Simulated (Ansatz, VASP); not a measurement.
Ni: VASP beside Ansatz

```
Ni
1.0
     0.00000    1.76835    1.76835
     1.76835    0.00000    1.76835
     3.53670    3.53670    0.00000
Ni
2
Cartesian
  0.0000 0.0000 0.0000
  1.7684 1.7684 0.0000
```

Alike in both runs: task single point; functional r2SCAN; k mesh 14 × 14 × 7; occupations gaussian, width 0.1 eV; collinear spin.

```csv
,VASP,Ansatz
version,VASP 6.6.1,Ansatz 0.2.0
potentials or method,"VASP PAW PBE potentials, release 64 (Ni), cutoff 520 eV","PAW, plane waves, scalar-relativistic"
valence electrons in the cell,20,36
```

|  | VASP | Ansatz | Ansatz less VASP |
| --- | --- | --- | --- |
| pressure (GPa) | -9.2 | -9.6 | -0.44 |
| net moment per atom (μB) | 0.75 | 0.76 | +0.009 |
| size of the moment on the site where the two differ most (μB) | 0.78 | 0.83 | +0.054 |

VASP's potentials were made for PBE, not for r2SCAN. Site moments also hang on the region over which each program counts them. With one functional, cell and mesh, what is left measures potentials, basis and numerics. VASP's potentials hold 20 valence electrons a cell and Ansatz's 36, so a difference there can come from the potentials and not from the codes. Ansatz's warnings: stability check not made.
